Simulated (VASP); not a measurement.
Here is a VASP 6.6.1 calculation.

Contents of POSCAR:

```
KI
1.0
    0.0000000000      3.5442849777      3.5442849777
    3.5974492523      0.0000000000      3.5442849777
    3.5974492523      3.5442849777      0.0000000000
K I
1 1
Direct
    0.0000000000      0.0000000000      0.0000000000
    0.5000000000      0.5000000000      0.5000000000
```

INCAR.step1

```
  PREC = Accurate
  ENCUT = 520
  ISMEAR = 0
  SIGMA = 0.01
  LREAL = F
  LASPH = T
  NELM = 60
  NBANDS = 15
  GGA = PE
  ALGO = Normal
  EDIFF = 1E-4
  LWAVE = T
  LCHARG = F
```

Contents of INCAR.step2:

```
  PREC = Accurate
  ENCUT = 520
  EDIFF = 1E-7
  ISMEAR = 0
  SIGMA = 0.01
  LREAL = F
  LASPH = T
  NELM = 60
  ALGO = Normal
  ISIF = 2
  LWAVE = F
  LCHARG = T
  METAGGA = R2SCAN
  LMIXTAU = T
  LELF = T
  LVHAR = T
  NBANDS = 15
  ISTART = 1
```

The input KPOINTS:

```
Automatic mesh
0
Gamma
  6 6 6
```

Potentials or basis: VASP PAW PBE potentials, release 64 (K_sv, I).

The run is started by

```bash
$ cat potpaw_PBE.64/K_sv/POTCAR potpaw_PBE.64/I/POTCAR > POTCAR
$ cp INCAR.step1 INCAR
$ mpirun -np 1 vasp_std > vasp.out
$ cp INCAR.step2 INCAR
$ mpirun -np 1 vasp_std > vasp.out
```

(1) Estimate the pressure.

(2) What does it give for the band gap on the k mesh?

## Answers

(1) -0.2 GPa.

(2) 4.54 eV.

Caveat: the cell differs from its parent crystal (uniaxial x strain +1.5%); the PAW data sets were made with another functional, which shifts forces and pressure a little; spin-orbit coupling is left out, which moves the levels of the heavy elements.
